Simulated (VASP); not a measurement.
Here is a VASP 6.6.1 calculation.

The input INCAR:

```
SYSTEM = SiAg
  PREC = Accurate
  ENCUT = 520
  EDIFF = 1E-7
  ISMEAR = 0
  SIGMA = 0.1
  LREAL = .FALSE.
  LASPH = .TRUE.
  NELM = 80
  ALGO = Normal
  ISIF = 2
  LWAVE = .FALSE.
  LCHARG = .FALSE.
  GGA = PE
  NBANDS = 14
```

The input KPOINTS:

```
Automatic mesh
0
G
  6 6 6
  0 0 0
```

The input POSCAR:

```
SiAg
1.0
    1.4466347038      0.8352149356      4.6077994268
   -1.4466347038      0.8352149356      4.6077994268
    0.0000000000     -1.6704298713      4.6077994268
Si Ag
1 1
Direct
    0.0000000000      0.0000000000      0.0000000000
    0.5000000000      0.5000000000      0.5000000000
```

Potentials or basis: VASP PAW PBE potentials, release 64 (Si, Ag).

Command:

```sh
$ cat potpaw_PBE.64/Si/POTCAR potpaw_PBE.64/Ag/POTCAR > POTCAR
$ mpirun -np 1 vasp_std > vasp.out
```

Question: Estimate the pressure.

Answer: -0.9 GPa.

Stress tensor (GPa, compression positive):
```
-0.22  0.00  0.00
 0.00 -0.22  0.00
 0.00  0.00 -2.30
```

Caveat: the k points lie up to 0.42 Å⁻¹ apart.
